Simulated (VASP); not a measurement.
Here is a VASP 6.6.1 calculation.

INCAR

```
SYSTEM = Ge
PREC = Accurate ; ENCUT = 500
EDIFF = 1E-6 ; ISMEAR = -1
SIGMA = 0.01 ; LREAL = .False.
LASPH = .True. ; NELM = 200
ALGO = Normal ; ISIF = 2
LWAVE = .False. ; LCHARG = .True.
ISPIN = 2 ; MAGMOM = 0.5 -0.25
LORBIT = 11 ; GGA = LIBXC
LIBXC1 = GGA_X_PBE_SOL ; LIBXC2 = GGA_C_PBE
LELF = .True. ; LVHAR = .True.
NBANDS = 25 ; GGA_COMPAT = .False.
```

The input KPOINTS:

```
regular mesh
0
Gamma
  8 8 8
  0 0 0
```

POSCAR

```
Ge
1.0
    4.1046429060      0.0000000000      0.0000000000
    2.0523214530      3.5547250301      0.0000000000
    2.0523214530      1.1849083434      3.3514268987
Ge
2
Direct
    0.7500000000      0.7500000000      0.7500000000
    0.5000000000      0.5000000000      0.5000000000
```

Potentials or basis: VASP PAW PBE potentials, release 64 (Ge_d).

Run with:

```console
$ cat potpaw_PBE.64/Ge_d/POTCAR > POTCAR
$ mpirun -np 1 vasp_std > vasp.out
```

**Question.** What does it give for the band gap on the k mesh?

**Answer.** Zero (filled and empty bands overlap).

**Question.** What does it give for the net moment?

**Answer.** 0.00 μB per cell.

**Question.** What does it give for the pressure?

**Answer.** -4.6 GPa.

Caveat: the cell stands under tension; semilocal functionals underestimate gaps, so a narrow gap can read as zero; the PAW data sets were made with another functional, which shifts forces and pressure a little.
